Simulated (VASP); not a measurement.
# Na: relaxation of cell and atoms with PBEsol

Na:

```
Na
1.0
     3.51682   -2.32435    0.00000
     3.51682    2.32435    0.00000
     0.00000    0.00000    9.48159
Na
4
Direct
  0.85000 0.15000 0.11700
  0.65000 0.35000 0.61700
  0.15000 0.85000 0.88300
  0.35000 0.65000 0.38300
```

```yaml
Program: VASP 6.6.1
Task: relaxation of cell and atoms
Functional: PBEsol
Potentials_or_basis: VASP PAW PBE potentials, release 64 (Na_pv)
Cutoff: 600 eV
k_mesh: 4 × 4 × 2
Occupations: gaussian, width 0.1 eV
Spin: no spin polarisation
Dipole_correction: no
Further_INCAR_settings: ALGO = Normal; EDIFF = 1e-06; IBRION = 2; EDIFFG = -0.04; NSW = 90; ISIF = 3
```

| Quantity | Value |
| --- | --- |
| Relaxed volume | 35.89 Å³/atom |
| Relaxed cell | a = 3.945 Å, b = 3.945 Å, c = 9.224 Å, α = 90.00°, β = 90.00°, γ = 89.22° |
| Space group after relaxing (to 0.1 Å) | I4/mmm (No. 139) |
| Energy gained by relaxing | 174.2 meV/atom |
| Ionic steps | 21 |
| Pressure after relaxing | 0.1 GPa |
| Largest force after relaxing | 0.024 eV/Å |
| Band gap on the k mesh | zero (bands 14 and 15 overlap by 3.06 eV) |

Forces on the atoms (eV/Å):
```
Na   0.000  0.007  0.023
Na   0.000 -0.007  0.023
Na   0.000 -0.007 -0.023
Na   0.000  0.007 -0.023
```

Step by step:
```tsv
step	energy change (eV)	largest force (eV/Å)	pressure (GPa)	volume (Å³)
1	0.0000	0.7632	0.24	155.01
2	-0.2083	0.5646	0.00	156.18
3	-0.4357	0.2839	-0.30	157.80
4	-0.5198	0.1421	-0.37	158.20
5	-0.5233	0.1217	-0.35	158.49
6	-0.5257	0.1252	-0.39	158.45
7	-0.5444	0.1276	-0.22	154.19
8	-0.5638	0.1310	0.09	147.22
9	-0.5437	0.1344	0.95	133.77
10	-0.5666	0.1339	0.26	143.60
11	-0.5848	0.1195	0.29	144.13
12	-0.6178	0.1021	0.08	145.53
13	-0.6240	0.1044	0.09	146.11
14	-0.6432	0.1284	0.02	147.07
15	-0.6160	0.2386	-0.03	148.22
16	-0.6532	0.1445	-0.04	147.49
17	-0.6730	0.1308	-0.05	147.45
18	-0.6754	0.1257	-0.07	147.37
19	-0.6871	0.0893	-0.02	146.06
20	-0.6944	0.0220	0.22	142.06
21	-0.6967	0.0242	0.07	143.55
```

Final structure:
```
CELL_PARAMETERS angstrom
2.80860 -2.77058 0.00000
2.80860 2.77058 0.00000
0.00000 0.00000 9.22368
ATOMIC_POSITIONS crystal
Na 0.75209 0.24791 0.12356
Na 0.74791 0.25209 0.62356
Na 0.24791 0.75209 0.87644
Na 0.25209 0.74791 0.37644
```

Levels at points of the mesh, in eV from the Fermi level:
```tsv
k point	band 10	band 11	band 12	band 13	band 14	band 15	band 16	band 17	band 18
(0.00, 0.00, 0.00)	-24.55	-24.55	-24.55	-3.13	-1.35	-1.32	3.56	3.86	5.52
(0.50, 0.00, 0.00)	-24.56	-24.55	-24.55	-0.69	-0.69	0.82	0.82	1.29	1.29
(0.50, 0.50, 0.00)	-24.56	-24.55	-24.55	1.34	1.46	1.90	2.03	2.93	2.96
(0.00, 0.00, 0.50)	-24.55	-24.55	-24.55	-2.68	-2.68	0.83	0.83	5.96	5.96
(0.50, 0.00, 0.50)	-24.55	-24.55	-24.55	-0.26	-0.26	-0.26	-0.26	3.18	3.18
(0.50, 0.50, 0.50)	-24.56	-24.56	-24.56	1.74	1.74	1.86	1.86	2.31	2.31
```

It took 9.6 min on 1 thread of Intel Xeon 8259CL, with other jobs on the host, peak memory 0.32 GiB.

Caveat: the k points lie up to 0.40 Å⁻¹ apart in the final cell, too coarse for converged energies and pressures of a metal; the PAW data sets were made with another functional, which shifts forces and pressure a little.
